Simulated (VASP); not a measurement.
Here is a VASP 6.6.1 calculation.

INCAR

```
SYSTEM = Cd3TeSe2
PREC = Accurate
ENCUT = 600
EDIFF = 1E-6
ISMEAR = 0
SIGMA = 0.1
LREAL = .FALSE.
LASPH = .TRUE.
NELM = 100
ALGO = Normal
ISIF = 3
LWAVE = .FALSE.
LCHARG = .FALSE.
GGA = PE
IBRION = 2
NSW = 90
EDIFFG = -0.04
```

File KPOINTS:

```
regular mesh
0
G
  3 3 4
  0 0 0
```

The input POSCAR:

```
Cd3TeSe2
1.0
    6.2921735300      0.0000000000      0.0000000000
   -3.1460867700      5.4491821200      0.0000000000
    0.0000000000      0.0000000000      4.4194311100
Cd Te Se
3 1 2
Direct
    0.5000000000      0.5000000000      0.4595159900
    0.5000000000      0.0000000000      0.4595159900
    0.0000000000      0.5000000000      0.4595159900
    0.0000000000      0.0000000000      0.8888130200
    0.6666666700      0.3333333300      0.9631379800
    0.3333333300      0.6666666700      0.9631379800
```

Potentials or basis: VASP PAW PBE potentials, release 64 (Cd, Te, Se).

Launch:

```console
$ cat potpaw_PBE.64/Cd/POTCAR potpaw_PBE.64/Te/POTCAR potpaw_PBE.64/Se/POTCAR > POTCAR
$ mpirun -np 1 vasp_std > vasp.out
```

**Question.** Estimate the relaxed volume.

**Answer.** 27.62 Å³/atom.

**Question.** Predict the band gap on the k mesh.

**Answer.** Zero (bands 27 and 28 overlap by 1.77 eV).

**Question.** Predict the space group after relaxing (to 0.1 Å).

**Answer.** P6/mmm (No. 191).

**Question.** Estimate the relaxed cell.

**Answer.** a = 7.043 Å, b = 7.043 Å, c = 3.858 Å, α = 90.00°, β = 90.00°, γ = 120.00°.

Forces on the atoms (eV/Å):
```
Cd   0.000  0.000  0.000
Cd   0.000  0.000  0.000
Cd   0.000  0.000  0.000
Te   0.000  0.000  0.025
Se   0.000  0.000 -0.012
Se   0.000  0.000 -0.012
```

Caveat: the k points lie up to 0.41 Å⁻¹ apart in the final cell, too coarse for converged energies and pressures of a metal; spin-orbit coupling is left out, which moves the levels of the heavy elements.
